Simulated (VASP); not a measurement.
Here is a VASP 6.6.1 calculation.

Contents of INCAR:

```
PREC = Accurate ; ENCUT = 520
EDIFF = 1E-6 ; ISMEAR = -1
SIGMA = 0.05 ; LREAL = False
LASPH = True ; NELM = 60
ALGO = Normal ; ISIF = 2
LWAVE = False ; LCHARG = False
GGA = PE ; NBANDS = 13
```

KPOINTS

```
Automatic mesh
0
Gamma
  20 20 20
```

POSCAR

```
W
1.0
    0.0000000000      1.6845712478      1.6845712478
    1.6845712478      0.0000000000      1.6845712478
    1.6845712478      1.6845712478      0.0000000000
W
1
Direct
    0.0000000000      0.0000000000      0.0000000000
```

Potentials or basis: VASP PAW PBE potentials, release 64 (W_sv).

Launch:

```console
$ cat potpaw_PBE.64/W_sv/POTCAR > POTCAR
$ mpirun -np 1 vasp_std > vasp.out
```

(1) What does it give for the pressure?

(2) Estimate the band gap on the k mesh.

Results:

(1) 449.7 GPa.

(2) zero (band 7 reaches 28.85 eV, above the bottom of band 8 at 17.75 eV).

Caveat: spin-orbit coupling is left out, which moves the levels of the heavy elements.
